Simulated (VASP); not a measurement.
Runs of VASP 6.6.1 on TlSn. The structure is that of space group P4/mmm (No. 123), or close to it. The cells are those of the table. 

```tsv
task	cell	k mesh for the DOS	occupations for the DOS	gap on the mesh (eV)	pressure (GPa)
electric field gradients	a = 3.615, b = 3.615, c = 4.419 Å, 2 atoms	-	-	none	-3.6
electric field gradients	a = 3.639, b = 3.639, c = 4.404 Å, 2 atoms	-	-	none	(b)
electric field gradients	a = 3.615, b = 3.615, c = 4.287 Å, 2 atoms	-	-	none	-2.5
electric field gradients	a = 3.590, b = 3.590, c = 4.346 Å, 2 atoms	-	-	none	-2.5
electric field gradients	a = 3.603, b = 3.603, c = 4.360 Å, 2 atoms	-	-	none	-2.9
electric field gradients	a = 3.627, b = 3.627, c = 4.390 Å, 2 atoms	-	-	none	-3.6
electric field gradients	a = 3.662, b = 3.662, c = 4.433 Å, 2 atoms	-	-	none	-4.5
electric field gradients	a = 3.615, b = 3.615, c = 4.375 Å, 2 atoms	-	-	none	-3.3
electric field gradients	a = 3.541, b = 3.541, c = 4.286 Å, 2 atoms	-	-	none	-0.7
electric field gradients	a = 3.566, b = 3.566, c = 4.316 Å, 2 atoms	-	-	none	(a)
```

Alike in all rows: level LDA; potentials or basis VASP PAW LDA potentials, release 64 (Tl_d, Sn_d); no spin polarisation; k mesh 9 × 9 × 8; cutoff (eV) 520; smearing fermi-dirac 0.08 eV.

Question: Fill in the values left out.

Answer: (a) -1.7; (b) -3.9.

Caveats: spin-orbit coupling is left out, which moves the levels of the heavy elements.

A k mesh can miss the band edges, and the runs leave out spin-orbit coupling on Sn, Tl.

A gap of «none» marks levels without a gap at the run's occupations.
